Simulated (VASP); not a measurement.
# Si16Ge (a cell with a defect): single point with PBEsol

System: Si16Ge (a cell with a defect).

```
CELL_PARAMETERS angstrom
0.00000 5.43000 5.43000
5.43000 0.00000 5.43000
5.43000 5.43000 0.00000
ATOMIC_POSITIONS crystal
Si 0.00016 0.99317 0.99982
Si 0.13276 0.10136 0.13206
Si 0.00100 0.99279 0.50508
Si 0.11464 0.12717 0.62837
Si 0.00881 0.47377 0.00845
Si 0.11908 0.62212 0.11884
Si 0.97561 0.50721 0.50765
Si 0.11939 0.62192 0.63942
Si 0.50579 0.99283 0.00045
Si 0.62866 0.12722 0.11459
Si 0.49045 0.02883 0.49038
Si 0.62974 0.12662 0.62916
Si 0.50787 0.50731 0.97584
Si 0.63978 0.62192 0.11908
Si 0.50977 0.50653 0.50898
Si 0.61237 0.66354 0.61264
Ge 0.35941 0.42259 0.35970
```

```json
{"Program": "VASP 6.6.1", "Task": "single point", "Functional": "PBEsol", "Potentials or basis": "VASP PAW PBE potentials, release 64 (Si, Ge_d)", "Cutoff": "520 eV", "k mesh": "2 × 2 × 2", "Occupations": "gaussian, width 0.05 eV", "Spin": "no spin polarisation"}
```

```json
{
 "Pressure": "4.5 GPa",
 "Largest force": "0.293 eV/Å",
 "Band gap on the k mesh": "zero (bands 39 and 40 overlap by 0.23 eV)"
}
```

Forces on the atoms (eV/Å):
```
Si   0.019 -0.028  0.020
Si   0.039 -0.032  0.036
Si   0.035 -0.028  0.024
Si   0.002  0.003  0.018
Si   0.038 -0.027  0.034
Si   0.024 -0.032  0.022
Si   0.004  0.012  0.097
Si   0.008 -0.021  0.025
Si   0.023 -0.027  0.032
Si   0.018  0.001  0.002
Si  -0.090  0.099 -0.093
Si  -0.003 -0.022 -0.004
Si   0.090  0.007  0.006
Si   0.026 -0.020  0.015
Si  -0.003 -0.113 -0.008
Si  -0.060  0.057 -0.059
Ge  -0.168  0.171 -0.169
```

Stress tensor (GPa, compression positive):
```
 4.45  0.17 -0.18
 0.17  4.47  0.15
-0.18  0.15  4.46
```

Levels at points of the mesh, in eV from the Fermi level:
```
           k point  band 37  band 38  band 39  band 40  band 41  band 42
(0.00, 0.00, 0.00)    -0.67    -0.66    -0.41    -0.17    -0.17     0.01
(0.50, 0.00, 0.00)    -1.41    -1.29    -0.23     0.32     0.68     0.79
(0.00, 0.50, 0.00)    -1.36    -1.36    -0.33     0.41     0.43     1.00
(0.00, 0.00, 0.50)    -1.40    -1.29    -0.23     0.32     0.68     0.79
(0.50, 0.50, 0.50)    -1.41    -1.29    -0.23     0.33     0.68     0.79
(0.50, 0.50, 0.00)    -1.80    -1.20     0.05     0.66     1.07     1.15
(0.00, 0.50, 0.50)    -1.81    -1.20     0.05     0.66     1.07     1.15
(0.50, 0.00, 0.50)    -1.80    -1.19     0.05     0.66     1.07     1.16
```

Wall time 79 s on 1 thread of Intel(R) Xeon(R) 6975P-C (Granite Rapids) (shared host), peak memory 0.49 GiB.

Caveat: the k points lie up to 0.50 Å⁻¹ apart; the PAW data sets were made with another functional, which shifts forces and pressure a little.
